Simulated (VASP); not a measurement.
# Bi (Im-3m) in VASP: notebook

The runs below take Bi through single point, with PBEsol.

Everything below comes from runs of VASP 6.6.1. Logs are shortened: lines on timing, memory, paths and dates and some standing lists are left out, and cuts for length are marked.

## 1. The cell of the first run

The structure is cubic, space group Im-3m (No. 229). The conventional cell has a = 4.021 Å, b = 4.021 Å, c = 4.021 Å, α = 90.00°, β = 90.00°, γ = 90.00°. Within 4.6 Å of Bi (site symmetry m-3m) lie 14 Bi at 3.48 to 4.02 Å.

## 2. Single point, PBEsol (volume scaled by 1.08)

File INCAR:

```
SYSTEM = Bi
PREC = Accurate ; ENCUT = 520
EDIFF = 1E-6 ; ISMEAR = -1
SIGMA = 0.1 ; LREAL = .False.
LASPH = .True. ; NELM = 100
ALGO = Normal ; ISIF = 2
LWAVE = .False. ; LCHARG = .False.
GGA = PS ; NBANDS = 14
```

File KPOINTS:

```
regular mesh
0
Gamma
  13 13 13
  0 0 0
```

File POSCAR:

```
Bi
1.0
   -2.0104060917      2.0104060917      2.0104060917
    2.0104060917     -2.0104060917      2.0104060917
    2.0104060917      2.0104060917     -2.0104060917
Bi
1
Direct
    0.0000000000      0.0000000000      0.0000000000
```

Potentials or basis: VASP PAW PBE potentials, release 64 (Bi_d).

Run with:

```bash
$ cat potpaw_PBE.64/Bi_d/POTCAR > POTCAR
$ mpirun -np 1 vasp_std > vasp.out
```

OUTCAR:

```text
SYSTEM = Bi
   PREC = Accurate
   ENCUT = 520
   EDIFF = 1E-6
   ISMEAR = -1
   LREAL = .False.
   LASPH = .True.
   NELM = 100
   ISIF = 2
   GGA = PS

 ion  position               nearest neighbor table
   1  0.000  0.000  0.000-

  LATTYP: Found a body centered cubic cell.
 ALAT       =     4.0208121834

  Lattice vectors:

 A1 = (  -2.0104060917,   2.0104060917,   2.0104060917)
 A2 = (   2.0104060917,  -2.0104060917,   2.0104060917)
 A3 = (   2.0104060917,   2.0104060917,  -2.0104060917)

Analysis of symmetry for initial positions (statically):
=====================================================================
 Subroutine PRICEL returns:
 Original cell was already a primitive cell.

 Routine SETGRP: Setting up the symmetry group for a
 body centered cubic supercell.

 Subroutine GETGRP returns: Found 48 space group operations
 (whereof 48 operations were pure point group operations)
 out of a pool of 48 trial point group operations.

The static configuration has the point symmetry O_h .

Analysis of symmetry for dynamics (positions and initial velocities):
=====================================================================
 Subroutine PRICEL returns:
 Original cell was already a primitive cell.

 Routine SETGRP: Setting up the symmetry group for a
 body centered cubic supercell.

 Subroutine GETGRP returns: Found 48 space group operations
 (whereof 48 operations were pure point group operations)
 out of a pool of 48 trial point group operations.

The dynamic configuration has the point symmetry O_h .

 Subroutine INISYM returns: Found 48 space group operations
 (whereof 48 operations are pure point group operations),
 and found     1 'primitive' translations

----------------------------------------------------------------------------------------

                                     Primitive cell

  volume of cell :      32.5021

  direct lattice vectors                    reciprocal lattice vectors
    -2.010406092  2.010406092  2.010406092     0.000000000  0.248705971  0.248705971
     2.010406092 -2.010406092  2.010406092     0.248705971  0.000000000  0.248705971
     2.010406092  2.010406092 -2.010406092     0.248705971  0.248705971  0.000000000

  length of vectors
     3.482125495  3.482125495  3.482125495     0.351723358  0.351723358  0.351723358

  position of ions in fractional coordinates (direct lattice)
     0.000000000  0.000000000  0.000000000

  ion indices of the primitive-cell ions
   primitive index   ion index
                 1           1

----------------------------------------------------------------------------------------

 KPOINTS: regular mesh

Automatic generation of k-mesh.
 Grid dimensions read from file:
 generate k-points for:   13   13   13

 Generating k-lattice:

  Cartesian coordinates                     Fractional coordinates (reciprocal lattice)
     0.000000000  0.019131229  0.019131229     0.076923077  0.000000000  0.000000000
     0.019131229  0.000000000  0.019131229     0.000000000  0.076923077  0.000000000
     0.019131229  0.019131229  0.000000000     0.000000000  0.000000000  0.076923077

  Length of vectors
     0.027055643  0.027055643  0.027055643

  Shift w.r.t. Gamma in fractional coordinates (k-lattice)
     0.000000000  0.000000000  0.000000000

 Subroutine IBZKPT returns following result:
 ===========================================

 Found     84 irreducible k-points:

 Following reciprocal coordinates:
            Coordinates               Weight
  0.000000  0.000000  0.000000      1.000000
  0.076923  0.000000  0.000000     12.000000
  0.153846  0.000000  0.000000     12.000000
  0.230769  0.000000  0.000000     12.000000
  0.307692  0.000000  0.000000     12.000000
  0.384615  0.000000  0.000000     12.000000
[... 16 lines left out ...]
  0.153846  0.076923  0.076923     24.000000
  0.230769  0.076923  0.076923     24.000000
 [... further k-points ...]
   k-points           NKPTS =     84   k-points in BZ     NKDIM =     84   number of bands    NBANDS=     14
   number of dos      NEDOS =    301   number of ions     NIONS =      1
   total plane-waves  NPLWV =  21952
   dimension x,y,z NGX =    28 NGY =   28 NGZ =   28
   dimension x,y,z NGXF=    56 NGYF=   56 NGZF=   56
   ions per type =               1
   NGX,Y,Z   is equivalent  to a cutoff of  13.37, 13.37, 13.37 a.u.
   NGXF,Y,Z  is equivalent  to a cutoff of  26.74, 26.74, 26.74 a.u.
 SYSTEM =  Bi
   PREC   = accura    normal or accurate (medium, high low for compatibility)
   ISTART =      0    job   : 0-new  1-cont  2-samecut
   ICHARG =      2    charge: 1-file 2-atom 10-const
   ISPIN  =      1    spin polarized calculation?
   LNONCOLLINEAR =      F non collinear calculations
   LSORBIT =      F    spin-orbit coupling
   LASPH  =      T    aspherical Exc in radial PAW
   ENCUT  =  520.0 eV  38.22 Ry    6.18 a.u.   6.47  6.47  6.47*2*pi/ulx,y,z
   NELM   =    100;   NELMIN=  2; NELMDL= -5     # of ELM steps
   EDIFF  = 0.1E-05   stopping-criterion for ELM
   LREAL  =      F    real-space projection
   EDIFFG = 0.1E-04   stopping-criterion for IOM
   NSW    =      0    number of steps for IOM
   IBRION =     -1    ionic relax: 0-MD 1-quasi-New 2-CG
   NFREE  =      0    steps in history (QN), initial steepest desc. (CG)
   ISIF   =      2    stress and relaxation
   ISYM   =      2    0-nonsym 1-usesym 2-fastsym
   POTIM  = 0.5000    time-step for ionic-motion
   TEBEG  =    0.0;   TEEND  =   0.0 temperature during run
   PSTRESS=    0.0 pullay stress
   NELECT =      15.0000    total number of electrons
   NUPDOWN=      -1.0000    fix difference up-down
   EMIN   =  10.00;   EMAX   =-10.00  energy-range for DOS
   EFERMI =   0.00;   METHOD = LEGACY
   ISMEAR =    -1;   SIGMA  =   0.10  broadening in eV -4-tet -1-fermi 0-gaus
   EFERMI_NEDOS =   21; number of points for ismear=-14 and -15
   IALGO  =     38    algorithm
   IMIX   =      4    mixing-type and parameters
     AMIX     =   0.40;   BMIX     =  1.00
     AMIX_MAG =   1.60;   BMIX_MAG =  1.00
  volume/ion in A,a.u.               =      32.50       219.33
  Fermi-wavevector in a.u.,A,eV,Ry     =   1.265129  2.390747 21.776822  1.600551
  Thomas-Fermi vector in A             =   2.398398
   LORBIT       =      0    0 simple, 1 ext, 2 COOP (PROOUT), +10 PAW based schemes
   GGA     = PS    functional components
   LHFCALC =     F    Hartree Fock is set to
   AEXX    =    0.0000 exact exchange contribution
   IVDW    =     0    specifies the selected vdW correction
   LEPSILON=     F    determine dielectric tensor
   LRPA    =     F    only Hartree local field effects (RPA)
 non-spin polarized calculation
  energy-cutoff  :      520.00
  volume of cell :       32.50
 maximum number of plane-waves:       911
 NGX is ok and might be reduce to    28
   NGX = 13   NGY = 13   NGZ = 13

 number of electron      15.0000005 magnetization

 Free energy of the ion-electron system (eV)
  ---------------------------------------------------
  ext. energy  EPLUGINS =         0.00000000
  ---------------------------------------------------
  free energy    TOTEN  =        -4.20035331 eV

  energy without entropy =       -4.17934920  energy(sigma->0) =       -4.18985125

 E-fermi :   7.1830     XC(G=0): -10.2334

 val. band max:        7.0280098212   @ k =  -0.3077   0.3077   0.3077
 cond. band min:       7.2095130002   @ k =  -0.3077   0.3846   0.1538
 fundamental gap:      0.1815031790
 Fermi energy:         7.1829762329

 k-point     1 :       0.0000    0.0000    0.0000
  band No.  band energies     occupation
      1     -15.7035      2.00000
      2     -15.7035      2.00000
      3     -15.7035      2.00000
      4     -15.5914      2.00000
      5     -15.5914      2.00000
      6      -6.0250      2.00000
      7      12.0261      0.00000
      8      12.0261      0.00000
      9      12.0261      0.00000
     10      15.7689      0.00000
     11      17.6742      0.00000
     12      17.6742      0.00000
     13      17.6742      0.00000
     14      18.6380      0.00000

 k-point     2 :       0.0769    0.0000    0.0000
  band No.  band energies     occupation
      1     -15.7055      2.00000
      2     -15.7000      2.00000
      3     -15.6932      2.00000
      4     -15.5937      2.00000
      5     -15.5919      2.00000
      6      -5.9229      2.00000
      7      10.9427      0.00000
      8      11.7202      0.00000
      9      11.9396      0.00000
     10      16.2735      0.00000
     11      16.9866      0.00000
     12      17.0487      0.00000
     13      17.4883      0.00000
     14      19.0869      0.00000

 k-point     3 :       0.1538    0.0000    0.0000
  band No.  band energies     occupation
      1     -15.7109      2.00000
      2     -15.6911      2.00000
      3     -15.6643      2.00000
      4     -15.5995      2.00000
      5     -15.5929      2.00000
      6      -5.6205      2.00000
      7       8.9600      0.00000
      8      11.0103      0.00000
      9      11.6942      0.00000
     10      15.2578      0.00000
     11      16.2712      0.00000
     12      17.3474      0.00000
     13      18.0784      0.00000
     14      20.1394      0.00000
[... 324 lines left out ...]
 k-point    23 :       0.1538    0.0769    0.0769
  band No.  band energies     occupation
      1     -15.7112      2.00000
      2     -15.6934      2.00000
      3     -15.6075      2.00000
      4     -15.6019      2.00000
      5     -15.5970      2.00000
      6      -4.9453      2.00000
      7       6.5421      1.99671
      8       9.5391      0.00000
      9      10.2523      0.00000
     10      15.8823      0.00000
     11      16.3988      0.00000
     12      18.3453      0.00000
     13      18.4325      0.00000
     14      20.0796      0.00000

 k-point    24 :       0.2308    0.0769    0.0769
  band No.  band energies     occupation
      1     -15.7185      2.00000
      2     -15.6815      2.00000
      3     -15.6052      2.00000
      4     -15.5972      2.00000
      5     -15.5742      2.00000
      6      -4.3285      2.00000
      7       4.9699      2.00000
      8       8.5306      0.00000
      9       9.7868      0.00000
     10      15.3734      0.00000
     11      16.4558      0.00000
     12      18.5168      0.00000
     13      19.4656      0.00000
     14      21.4404      0.00000

 [... further k-points ...]
[... 5 lines left out ...]
  --------------------------------------------------------------------------------------
  -------------------------------------------------------------------------------------
  Total       -0.8062233     -0.8062233     -0.8062233     -0.0000000      0.0000000      0.0000000
  in kB      -39.7424433    -39.7424433    -39.7424433     -0.0000000      0.0000000      0.0000000
  external PRESSURE =     -39.7424433 kB  Pullay stress =       0.0000000 kB

 VOLUME and BASIS-vectors are now :
 -----------------------------------------------------------------------------
  energy-cutoff  :      520.00
  volume of cell :       32.50
      direct lattice vectors                 reciprocal lattice vectors
    -2.010406092  2.010406092  2.010406092     0.000000000  0.248705971  0.248705971
     2.010406092 -2.010406092  2.010406092     0.248705971  0.000000000  0.248705971
     2.010406092  2.010406092 -2.010406092     0.248705971  0.248705971  0.000000000

 POSITION                                       TOTAL-FORCE (eV/Angst)
 -----------------------------------------------------------------------------------
      0.00000      0.00000      0.00000         0.000000      0.000000     -0.000000
 -----------------------------------------------------------------------------------
    total drift:                               -0.000000     -0.000000      0.000000

  FREE ENERGIE OF THE ION-ELECTRON SYSTEM (eV)
  ---------------------------------------------------
  free  energy   TOTEN  =        -4.2003533093 eV

  energy  without entropy=       -4.1793491997  energy(sigma->0) =       -4.18985125
```

Run time: 17 s. Hardware: 1 thread of Intel Xeon Platinum 8488C (Sapphire Rapids), shared host; peak memory 0.17 GiB.

Results:

```yaml
Free_energy: -4.2004 eV
Pressure: -4.0 GPa
```

Caveat: the PAW data sets were made with another functional, which shifts forces and pressure a little; spin-orbit coupling is left out, which moves the levels of the heavy elements.

(Continued in part 2 of 2.)
